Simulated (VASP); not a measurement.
Write the native input for VASP 6.6.1 that does the following.

```yaml
Task: single point
Functional: r2SCAN
Potentials_or_basis: VASP PAW PBE potentials, release 64 (In_d, P)
Cutoff: 520 eV
k_mesh: 8 × 8 × 8
Occupations: gaussian, width 0.05 eV
Spin: no spin polarisation
Dipole_correction: no
Further_INCAR_settings: ALGO = Normal; EDIFF = 1e-06; NBANDS = 16
```

Crystal: InP.

```
In P
1.0
     0.00000    2.98911    2.93050
     2.93050    0.00000    2.93050
     2.93050    2.98911    0.00000
In P
1 1
Direct
  0.00000 0.00000 0.00000
  0.75000 0.75000 0.75000
```

This cell differs from its parent crystal: strain +0.0200 x Voigt [0, 1, 0, 0, 0, 0].

These files were run (other wordings do the same):

POSCAR

```
InP
1.0
    0.0000000000      2.9891100000      2.9305000000
    2.9305000000      0.0000000000      2.9305000000
    2.9305000000      2.9891100000      0.0000000000
In P
1 1
Direct
    0.0000000000      0.0000000000      0.0000000000
    0.7500000000      0.7500000000      0.7500000000
```

INCAR.step1

```
PREC     = Accurate       # precision mode
ENCUT    = 520            # plane-wave cutoff, eV
ISMEAR   = 0              # smearing method
SIGMA    = 0.05           # smearing width, eV
LREAL    = False          # projectors in reciprocal space
LASPH    = True           # aspherical terms in the spheres
NELM     = 100            # most SCF steps
NBANDS   = 16             # bands
GGA      = PE             # functional
ALGO     = Normal         # electronic algorithm
EDIFF    = 1E-4           # SCF threshold, eV
LWAVE    = True           # write WAVECAR
LCHARG   = False          # write CHGCAR
```

INCAR.step2

```
PREC     = Accurate       # precision mode
ENCUT    = 520            # plane-wave cutoff, eV
EDIFF    = 1E-6           # SCF threshold, eV
ISMEAR   = 0              # smearing method
SIGMA    = 0.05           # smearing width, eV
LREAL    = False          # projectors in reciprocal space
LASPH    = True           # aspherical terms in the spheres
NELM     = 100            # most SCF steps
ALGO     = Normal         # electronic algorithm
ISIF     = 2              # what is computed and relaxed
LWAVE    = False          # write WAVECAR
LCHARG   = False          # write CHGCAR
METAGGA  = R2SCAN         # meta-GGA
LMIXTAU  = True         
NBANDS   = 16             # bands
ISTART   = 1
```

KPOINTS

```
regular mesh
0
Gamma
  8 8 8
```

Potentials or basis: VASP PAW PBE potentials, release 64 (In_d, P).

Command:

```sh
$ cat potpaw_PBE.64/In_d/POTCAR potpaw_PBE.64/P/POTCAR > POTCAR
$ cp INCAR.step1 INCAR
$ mpirun -np 1 vasp_std > vasp.out
$ cp INCAR.step2 INCAR
$ mpirun -np 1 vasp_std > vasp.out
```

Results of the run:

The pressure is 0.1 GPa and the band gap on the k mesh is 1.02 eV.

Caveat: the cell differs from its parent crystal (strain +0.0200 x Voigt [0, 1, 0, 0, 0, 0]); the PAW data sets were made with another functional, which shifts forces and pressure a little; spin-orbit coupling is left out, which moves the levels of the heavy elements.

Run time: 2.6 min on 1 thread of Intel Xeon 8259CL (shared host), peak memory 0.21 GiB.
